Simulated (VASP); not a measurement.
Wanted: the native input for a VASP 6.6.1 run.

```
Task                   : single point
Functional             : PBEsol
Potentials or basis    : VASP PAW PBE potentials, release 64 (Ir)
Cutoff                 : 520 eV
k mesh                 : 24 × 24 × 24
Occupations            : fermi-dirac, width 0.05 eV
Spin                   : no spin polarisation
Dipole correction      : no
Further INCAR settings : ALGO = Normal; EDIFF = 1e-06; NBANDS = 10
```

The structure of Ir lies in POSCAR:

```
Ir
1.0
    0.0000000000      1.8927078395      1.8927078395
    1.8927078395      0.0000000000      1.8927078395
    1.8927078395      1.8927078395      0.0000000000
Ir
1
Direct
    0.0000000000      0.0000000000      0.0000000000
```

These files were run (other wordings do the same):

INCAR

```
SYSTEM = Ir
ALGO = Normal
EDIFF = 1E-6
ENCUT = 520
GGA = PS
ISIF = 2
ISMEAR = -1
LASPH = .TRUE.
LCHARG = .TRUE.
LELF = .TRUE.
LREAL = .FALSE.
LVHAR = .TRUE.
LWAVE = .FALSE.
NBANDS = 10
NELM = 100
PREC = Accurate
SIGMA = 0.05
```

KPOINTS

```
k-points
0
G
  24 24 24
  0 0 0
```

Potentials or basis: VASP PAW PBE potentials, release 64 (Ir).

Command:

```sh
$ cat potpaw_PBE.64/Ir/POTCAR > POTCAR
$ mpirun -np 1 vasp_std > vasp.out
```

Results of the run:

| Item | Value |
| --- | --- |
| Pressure | 16.3 GPa |
| Band gap on the k mesh | zero (an odd number of electrons rules out a gap without spin polarisation) |

Caveat: the cell stands under pressure; the PAW data sets were made with another functional, which shifts forces and pressure a little; spin-orbit coupling is left out, which moves the levels of the heavy elements.

Wall time 70 s on 1 thread of Intel Xeon 8259CL (shared host), peak memory 0.18 GiB.
